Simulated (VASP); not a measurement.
# MnO2 (R-3m) in VASP: single point with PBEsol+U

Aim: the single point of MnO2 with PBEsol+U.

All numbers are computed with VASP 6.6.1; they aren't measurements. Logs are shortened: lines on timing, memory, paths and dates and some standing lists are left out, and cuts for length are marked.

## Step 1: The cell of the first run

Symmetry: R-3m, No. 166, trigonal system. The conventional cell has a = 2.913 Å, b = 2.913 Å, c = 14.022 Å, α = 90.00°, β = 90.00°, γ = 120.00°. Within 2.6 Å of Mn (site symmetry -3m) lie 6 O at 1.94 Å. O (site symmetry 3m) has 3 Mn at 1.94 Å and 3 O at 2.56 Å within 2.6 Å.

## Step 2: Single point, PBEsol+U, collinear spin, ferromagnetic start

Input file INCAR:

```
SYSTEM = MnO2
PREC = Accurate
ENCUT = 520
EDIFF = 1E-7
ISMEAR = -1
SIGMA = 0.1
LREAL = .False.
LASPH = .True.
NELM = 150
ALGO = Normal
ISIF = 2
LWAVE = .False.
LCHARG = .False.
ISPIN = 2
MAGMOM = 4 0 0
LORBIT = 11
LMAXMIX = 4
LDAU = .True.
LDAUTYPE = 2
LDAUL = 2 -1
LDAUU = 3.5 0
LDAUJ = 0 0
LDAUPRINT = 1
GGA = PS
NBANDS = 24
```

Input file KPOINTS:

```
Automatic mesh
0
Gamma
  12 12 12
  0 0 0
```

Input file POSCAR:

```
MnO2
1.0
    1.4564504789      0.8408820766      4.6738353651
   -1.4564504789      0.8408820766      4.6738353651
    0.0000000000     -1.6817641533      4.6738353651
Mn O
1 2
Direct
    0.0000000000      0.0000000000      0.0000000000
    0.2643644900      0.2643644900      0.2643644900
    0.7356355100      0.7356355100      0.7356355100
```

Potentials or basis: VASP PAW PBE potentials, release 64 (Mn_pv, O).

On the command line:

```bash
> cat potpaw_PBE.64/Mn_pv/POTCAR potpaw_PBE.64/O/POTCAR > POTCAR
> mpirun -np 1 vasp_std > vasp.out
```

OUTCAR:

```text
SYSTEM = MnO2
   PREC = Accurate
   ENCUT = 520
   EDIFF = 1E-7
   ISMEAR = -1
   LREAL = .False.
   LASPH = .True.
   NELM = 150
   ISIF = 2
   ISPIN = 2
   LORBIT = 11
   GGA = PS

 ion  position               nearest neighbor table
   1  0.000  0.000  0.000-   3 1.94   3 1.94   2 1.94   2 1.94   3 1.94   2 1.94
   2  0.264  0.264  0.264-   1 1.94   1 1.94   1 1.94
   3  0.736  0.736  0.736-   1 1.94   1 1.94   1 1.94

  LATTYP: Found a trigonal (rhomboedric) cell.
 ALAT       =     4.9671991790
 COS(alpha) =     0.8280515397

  Lattice vectors:

 A1 = (   1.4564504789,   0.8408820766,   4.6738353651)
 A2 = (  -1.4564504789,   0.8408820766,   4.6738353651)
 A3 = (   0.0000000000,  -1.6817641533,   4.6738353651)

Analysis of symmetry for initial positions (statically):
=====================================================================
 Subroutine PRICEL returns:
 Original cell was already a primitive cell.

 Routine SETGRP: Setting up the symmetry group for a
 trigonal (rhombohedral) supercell.

 Subroutine GETGRP returns: Found 12 space group operations
 (whereof 12 operations were pure point group operations)
 out of a pool of 12 trial point group operations.

The static configuration has the point symmetry D_3d.

Analysis of symmetry for dynamics (positions and initial velocities):
=====================================================================
 Subroutine PRICEL returns:
 Original cell was already a primitive cell.

 Routine SETGRP: Setting up the symmetry group for a
 trigonal (rhombohedral) supercell.

 Subroutine GETGRP returns: Found 12 space group operations
 (whereof 12 operations were pure point group operations)
 out of a pool of 12 trial point group operations.

The dynamic configuration has the point symmetry D_3d.

Analysis of structural, dynamic, and magnetic symmetry:
=====================================================================
 Subroutine PRICEL returns:
 Original cell was already a primitive cell.

 Routine SETGRP: Setting up the symmetry group for a
 trigonal (rhombohedral) supercell.

 Subroutine GETGRP returns: Found 12 space group operations
 (whereof 12 operations were pure point group operations)
 out of a pool of 12 trial point group operations.

The overall configuration has the point symmetry D_3d.

 Subroutine INISYM returns: Found 12 space group operations
 (whereof 12 operations are pure point group operations),
 and found     1 'primitive' translations

----------------------------------------------------------------------------------------

                                     Primitive cell

  volume of cell :      34.3444

  direct lattice vectors                    reciprocal lattice vectors
     1.456450479  0.840882077  4.673835365     0.343300378  0.198204566  0.071319015
    -1.456450479  0.840882077  4.673835365    -0.343300378  0.198204566  0.071319015
     0.000000000 -1.681764153  4.673835365     0.000000000 -0.396409131  0.071319015

  length of vectors
     4.967199179  4.967199179  4.967199179     0.402773635  0.402773635  0.402773635

  position of ions in fractional coordinates (direct lattice)
     0.000000000  0.000000000  0.000000000
     0.264364490  0.264364490  0.264364490
     0.735635510  0.735635510  0.735635510

  ion indices of the primitive-cell ions
   primitive index   ion index
                 1           1
                 2           2
                 3           3

[... 65 lines left out ...]
   ISPIN  =      2    spin polarized calculation?
   LNONCOLLINEAR =      F non collinear calculations
   LSORBIT =      F    spin-orbit coupling
   LASPH  =      T    aspherical Exc in radial PAW
   ENCUT  =  520.0 eV  38.22 Ry    6.18 a.u.   9.24  9.24  9.24*2*pi/ulx,y,z
   NELM   =    150;   NELMIN=  2; NELMDL= -5     # of ELM steps
   EDIFF  = 0.1E-06   stopping-criterion for ELM
   LREAL  =      F    real-space projection
   EDIFFG = 0.1E-05   stopping-criterion for IOM
   NSW    =      0    number of steps for IOM
   IBRION =     -1    ionic relax: 0-MD 1-quasi-New 2-CG
   NFREE  =      0    steps in history (QN), initial steepest desc. (CG)
   ISIF   =      2    stress and relaxation
   ISYM   =      2    0-nonsym 1-usesym 2-fastsym
   POTIM  = 0.5000    time-step for ionic-motion
   TEBEG  =    0.0;   TEEND  =   0.0 temperature during run
   PSTRESS=    0.0 pullay stress
   NELECT =      25.0000    total number of electrons
   NUPDOWN=      -1.0000    fix difference up-down
   EMIN   =  10.00;   EMAX   =-10.00  energy-range for DOS
   EFERMI =   0.00;   METHOD = LEGACY
   ISMEAR =    -1;   SIGMA  =   0.10  broadening in eV -4-tet -1-fermi 0-gaus
   EFERMI_NEDOS =   21; number of points for ismear=-14 and -15
   IALGO  =     38    algorithm
   IMIX   =      4    mixing-type and parameters
     AMIX     =   0.40;   BMIX     =  1.00
     AMIX_MAG =   1.60;   BMIX_MAG =  1.00
  volume/ion in A,a.u.               =      11.45        77.26
  Fermi-wavevector in a.u.,A,eV,Ry     =   1.472662  2.782927 29.507399  2.168733
  Thomas-Fermi vector in A             =   2.587649
   LORBIT       =     11    0 simple, 1 ext, 2 COOP (PROOUT), +10 PAW based schemes
 LDA+U is selected, type is set to LDAUTYPE =  2
   angular momentum for each species LDAUL =     2   -1
   U (eV)           for each species LDAUU =   3.5  0.0
   J (eV)           for each species LDAUJ =   0.0  0.0
   GGA     = PS    functional components
   LHFCALC =     F    Hartree Fock is set to
   AEXX    =    0.0000 exact exchange contribution
   IVDW    =     0    specifies the selected vdW correction
   LEPSILON=     F    determine dielectric tensor
   LRPA    =     F    only Hartree local field effects (RPA)
 spin polarized calculation
  energy-cutoff  :      520.00
  volume of cell :       34.34
 maximum number of plane-waves:       966
 NGX is ok and might be reduce to    40
   NGX = 19   NGY = 19   NGZ = 19

atom =   1  type =  1  l = 2

 onsite density matrix

spin component  1

  0.7919 -0.0000  0.0000 -0.1970 -0.0000
 -0.0000  0.7292 -0.0000 -0.0000 -0.1970
  0.0000 -0.0000  0.9588 -0.0000  0.0000
 -0.1970 -0.0000 -0.0000  0.7292  0.0000
 -0.0000 -0.1970  0.0000  0.0000  0.7919

spin component  2

  0.1866 -0.0000 -0.0000  0.1148 -0.0000
 -0.0000  0.2045  0.0000  0.0000  0.1148
 -0.0000  0.0000  0.0776  0.0000  0.0000
  0.1148  0.0000  0.0000  0.2045  0.0000
 -0.0000  0.1148  0.0000  0.0000  0.1866

 occupancies and eigenvectors

  o =  0.0776  v =  0.0000  0.0000  0.0000  0.0000  0.0000  0.0000  0.0000  1.0000 -0.0000 -0.0000      0.0000  0.0000  0.0000  0.0000  0.0000  0.0000  0.0000  0.0000  0.0000  0.0000
  o =  0.0804  v =  0.0000  0.0000  0.0000  0.0000  0.0000  0.7341  0.0000 -0.0000 -0.6791 -0.0000      0.0000  0.0000  0.0000  0.0000  0.0000  0.0000  0.0000  0.0000  0.0000  0.0000
  o =  0.0804  v =  0.0000  0.0000  0.0000  0.0000  0.0000 -0.0000  0.6791 -0.0000  0.0000 -0.7341      0.0000  0.0000  0.0000  0.0000  0.0000  0.0000  0.0000  0.0000  0.0000  0.0000
  o =  0.3107  v =  0.0000  0.0000  0.0000  0.0000  0.0000 -0.6791  0.0000  0.0000 -0.7341  0.0000      0.0000  0.0000  0.0000  0.0000  0.0000  0.0000  0.0000  0.0000  0.0000  0.0000
  o =  0.3107  v =  0.0000  0.0000  0.0000  0.0000  0.0000 -0.0000 -0.7341 -0.0000 -0.0000 -0.6791      0.0000  0.0000  0.0000  0.0000  0.0000  0.0000  0.0000  0.0000  0.0000  0.0000
  o =  0.5611  v =  0.6492  0.0000 -0.0000  0.7606  0.0000  0.0000  0.0000  0.0000  0.0000  0.0000      0.0000  0.0000  0.0000  0.0000  0.0000  0.0000  0.0000  0.0000  0.0000  0.0000
  o =  0.5611  v = -0.0000  0.7606 -0.0000 -0.0000  0.6492  0.0000  0.0000  0.0000  0.0000  0.0000      0.0000  0.0000  0.0000  0.0000  0.0000  0.0000  0.0000  0.0000  0.0000  0.0000
  o =  0.9588  v =  0.0000 -0.0000 -1.0000 -0.0000  0.0000  0.0000  0.0000  0.0000  0.0000  0.0000      0.0000  0.0000  0.0000  0.0000  0.0000  0.0000  0.0000  0.0000  0.0000  0.0000
  o =  0.9601  v =  0.7606 -0.0000  0.0000 -0.6492  0.0000  0.0000  0.0000  0.0000  0.0000  0.0000      0.0000  0.0000  0.0000  0.0000  0.0000  0.0000  0.0000  0.0000  0.0000  0.0000
  o =  0.9601  v = -0.0000 -0.6492  0.0000  0.0000  0.7606  0.0000  0.0000  0.0000  0.0000  0.0000      0.0000  0.0000  0.0000  0.0000  0.0000  0.0000  0.0000  0.0000  0.0000  0.0000

 number of electron      25.0000001 magnetization       3.0000107

 Free energy of the ion-electron system (eV)
  ---------------------------------------------------
  ext. energy  EPLUGINS =         0.00000000
  ---------------------------------------------------
  free energy    TOTEN  =       -22.64462199 eV

  energy without entropy =      -22.64457803  energy(sigma->0) =      -22.64460001

 E-fermi :   2.8938     XC(G=0): -10.7549

 val. band max:        2.0269348496   @ k =  -0.1667   0.0833  -0.0000
 cond. band min:       3.6726590432   @ k =   0.5000   0.2500   0.2500
 fundamental gap:      1.6457241936
 Fermi energy:         2.8938164014

 spin component 1

 k-point     1 :       0.0000    0.0000    0.0000
  band No.  band energies     occupation
      1     -47.8920      1.00000
      2     -47.8920      1.00000
      3     -47.8864      1.00000
      4     -16.4263      1.00000
      5     -14.2180      1.00000
      6      -4.0547      1.00000
[... 1289 lines left out ...]
     23      22.9325      0.00000
     24      24.5167      0.00000

 [... further k-points ...]
[... 5 lines left out ...]
  --------------------------------------------------------------------------------------
  -------------------------------------------------------------------------------------
  Total       -1.5619490     -1.5619490     -1.0650440      0.0000000      0.0000000      0.0000000
  in kB      -72.8654993    -72.8654994    -49.6846971      0.0000000      0.0000000      0.0000000
  external PRESSURE =     -65.1385653 kB  Pullay stress =       0.0000000 kB

 VOLUME and BASIS-vectors are now :
 -----------------------------------------------------------------------------
  energy-cutoff  :      520.00
  volume of cell :       34.34
      direct lattice vectors                 reciprocal lattice vectors
     1.456450479  0.840882077  4.673835365     0.343300378  0.198204566  0.071319015
    -1.456450479  0.840882077  4.673835365    -0.343300378  0.198204566  0.071319015
     0.000000000 -1.681764153  4.673835365     0.000000000 -0.396409131  0.071319015

 POSITION                                       TOTAL-FORCE (eV/Angst)
 -----------------------------------------------------------------------------------
      0.00000      0.00000      0.00000         0.000000      0.000000     -0.000000
      0.00000     -0.00000      3.70679         0.000000     -0.000000      0.578762
      0.00000     -0.00000     10.31472         0.000000      0.000000     -0.578762
 -----------------------------------------------------------------------------------
    total drift:                               -0.000000     -0.000000      0.000000

  FREE ENERGIE OF THE ION-ELECTRON SYSTEM (eV)
  ---------------------------------------------------
  free  energy   TOTEN  =       -22.6446219914 eV

  energy  without entropy=      -22.6445780255  energy(sigma->0) =      -22.64460001

 total charge

# of ion       s       p       d       tot
------------------------------------------
    1        0.345   6.438   4.830  11.613
    2        1.578   3.378   0.000   4.956
    3        1.578   3.378   0.000   4.956
--------------------------------------------------
tot          3.500  13.194   4.830  21.524

 magnetization (x)

# of ion       s       p       d       tot
------------------------------------------
    1        0.031   0.041   3.138   3.211
    2        0.002  -0.120   0.000  -0.118
    3        0.002  -0.120   0.000  -0.118
--------------------------------------------------
tot          0.035  -0.199   3.138   2.974
```

It took 15 min on 1 thread of Intel Xeon 8259CL, shared host; peak memory 0.45 GiB.

Results:

```
Free energy                                           : -22.6446 eV
Pressure                                              : -6.5 GPa
Largest force                                         : 0.579 eV/Å
Band gap on the k mesh                                : 1.65 eV (least direct gap 1.76 eV)
Net moment                                            : 3.00 μB per cell
Site moments                                          : Mn +3.21; O -0.12 μB
Valence electrons inside the program's atomic spheres : Mn 11.61; O 4.96
```

Forces in eV/Å, atoms in the order of the input:
```
Mn   0.000  0.000  0.000
O    0.000  0.000  0.579
O    0.000  0.000 -0.579
```

Stress tensor (GPa, compression positive):
```
-7.29  0.00  0.00
 0.00 -7.29  0.00
 0.00  0.00 -4.97
```

Eigenvalues of the final occupation matrices:
```tsv
site	spin	trace	eigenvalues
site 1 d	1	4.00	0.56 0.56 0.96 0.96 0.96
site 1 d	2	0.86	0.08 0.08 0.08 0.31 0.31
```

Caveat: the cell stands under tension; the PAW data sets were made with another functional, which shifts forces and pressure a little; a cell with one magnetic atom can't hold antiferromagnetic order, which such compounds often take.
